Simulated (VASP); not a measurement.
# SiN: relaxation of cell and atoms with r2SCAN

The system is SiN.

```xyz
4
Lattice="2.5875 0.0000 0.0000 -1.2938 2.2408 0.0000 0.0000 0.0000 4.4645" Properties=species:S:1:pos:R:3 pbc="T T T"
Si    1.2938    0.7469    3.3484
Si    0.0000    1.4939    1.1161
N     0.0000    0.0000    0.0000
N     0.0000    0.0000    2.2323
```

- Program: VASP 6.6.1
- Task: relaxation of cell and atoms
- Functional: r2SCAN
- Potentials or basis: VASP PAW PBE potentials, release 64 (Si, N)
- Cutoff: 600 eV
- k mesh: 12 × 12 × 4
- Occupations: gaussian, width 0.1 eV
- Spin: no spin polarisation
- Dipole correction: no
- Further INCAR settings: ALGO = Normal; EDIFF = 1e-06; IBRION = 2; EDIFFG = -0.05; NSW = 80; ISIF = 3

```json
{
  "Relaxed volume": "8.36 Å³/atom",
  "Relaxed cell": "a = 2.703 Å, b = 2.703 Å, c = 5.283 Å, α = 90.00°, β = 90.00°, γ = 120.00°",
  "Space group after relaxing (to 0.1 Å)": "P6_3/mmc (No. 194)",
  "Energy gained by relaxing": "841.9 meV/atom",
  "Ionic steps": "9",
  "Pressure after relaxing": "0.6 GPa",
  "Band gap on the k mesh": "zero (bands 9 and 10 overlap by 5.88 eV)"
}
```

Stress tensor (GPa, compression positive):
```
0.46 0.00 0.00
0.00 0.46 0.00
0.00 0.00 0.74
```

The path:
```csv
step,energy change (eV),largest force (eV/Å),pressure (GPa),volume (Å³)
1,0.0000,0.0000,109.83,25.89
2,-0.1664,0.0000,-36.87,45.18
3,-3.3388,0.0000,-4.64,34.15
4,-3.3652,0.0000,-0.20,33.47
5,-3.3664,0.0000,1.04,33.30
6,-3.3653,0.0000,2.17,33.14
7,-3.3660,0.0000,1.39,33.33
8,-3.3662,0.0000,1.63,33.26
9,-3.3677,0.0000,0.55,33.42
```

Final structure:
```
CELL_PARAMETERS angstrom
2.70284 0.00000 0.00000
-1.35142 2.34073 0.00000
0.00000 0.00000 5.28252
ATOMIC_POSITIONS crystal
Si 0.66667 0.33333 0.75000
Si 0.33333 0.66667 0.25000
N 0.00000 0.00000 0.00000
N 0.00000 0.00000 0.50000
```

Levels at points of the mesh, in eV from the Fermi level:
| k point | band 7 | band 8 | band 9 | band 10 | band 11 | band 12 |
| --- | --- | --- | --- | --- | --- | --- |
| (0.00, 0.00, 0.00) | -2.66 | -2.66 | -2.31 | 4.88 | 5.81 | 6.59 |
| (0.50, 0.00, 0.00) | -5.68 | -4.35 | -3.98 | 0.00 | 3.90 | 4.39 |
| (0.00, 0.00, 0.50) | -3.32 | -3.32 | 1.78 | 1.78 | 7.88 | 7.88 |
| (0.50, 0.00, 0.50) | -5.28 | -5.28 | -1.37 | -1.37 | 1.80 | 1.80 |

It took 14 min on 1 thread of Intel Xeon 8259CL, with other jobs on the host, peak memory 0.17 GiB.

Caveat: the volume moved by over 15 % at a fixed basis, so the end points are rough; the PAW data sets were made with another functional, which shifts forces and pressure a little.
